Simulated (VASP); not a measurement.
Input of a VASP 6.6.1 run:

The input INCAR:

```
PREC = Accurate
ENCUT = 520
EDIFF = 1E-7
ISMEAR = 0
SIGMA = 0.05
LREAL = False
LASPH = True
NELM = 100
ALGO = Normal
ISIF = 2
LWAVE = False
LCHARG = False
GGA = PS
NBANDS = 24
```

Contents of KPOINTS:

```
regular mesh
0
Gamma
  6 6 6
```

Contents of POSCAR:

```
KMgF3
1.0
    3.9859000000      0.0000000000      0.0000000000
    0.0000000000      3.9859000000      0.0000000000
    0.0000000000      0.0000000000      4.1453360000
K Mg F
1 1 3
Direct
    0.5000000000      0.5000000000      0.5000000000
    0.0000000000      0.0000000000      0.0000000000
    0.5000000000      0.0000000000      0.0000000000
    0.0000000000      0.5000000000      0.0000000000
    0.0000000000      0.0000000000      0.5000000000
```

Potentials or basis: VASP PAW PBE potentials, release 64 (K_sv, Mg, F).

The run is started by

```bash
$ cat potpaw_PBE.64/K_sv/POTCAR potpaw_PBE.64/Mg/POTCAR potpaw_PBE.64/F/POTCAR > POTCAR
$ mpirun -np 1 vasp_std > vasp.out
```

(1) Estimate the pressure.

(2) Estimate the band gap on the k mesh.

Answers

(1) -2.6 GPa.

(2) 6.82 eV, indirect (least direct gap 7.16 eV).

Caveat: the cell differs from its parent crystal (strain +0.000 along x and y, +0.040 along z); the PAW data sets were made with another functional, which shifts forces and pressure a little.
